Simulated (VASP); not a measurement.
Cu:

```xyz
2
Lattice="2.6020 0.0000 0.0000 -1.3010 2.2534 0.0000 0.0000 0.0000 4.2494" Properties=species:S:1:pos:R:3 pbc="T T T"
Cu    0.0000    1.5022    1.0624
Cu    1.3010    0.7511    3.1871
```

This cell differs from its parent crystal: volume scaled by 1.10, then relaxed in part.

Base run:

```yaml
Program: VASP 6.6.1
Functional: PBEsol
Potentials_or_basis: VASP PAW PBE potentials, release 64 (Cu_sv_GW)
Cutoff: 700 eV
k_mesh: 18 × 18 × 10
Occupations: gaussian, width 0.1 eV
Spin: no spin polarisation
```

Its results: band gap on the k mesh zero (band 19 reaches 10.64 eV, above the bottom of band 20 at 4.93 eV); pressure -17.1 GPa.

Question: The run is repeated on the same cell with these changes: potentials or basis from VASP PAW PBE potentials, release 64 (Cu_sv_GW) to VASP PAW PBE potentials, release 64 (Cu); cutoff from 700 eV to 520 eV; further incar settings from ALGO = Normal; EDIFF = 1e-06; NBANDS = 26 to ALGO = Fast; EDIFF = 1e-06; NBANDS = 18; valence electrons from 38 to 22. What comes out?

Answer: Band gap on the k mesh zero (band 11 reaches 10.66 eV, above the bottom of band 12 at 4.89 eV); pressure -12.0 GPa.

Caveats: the PAW data sets were made with another functional, which shifts forces and pressure a little.
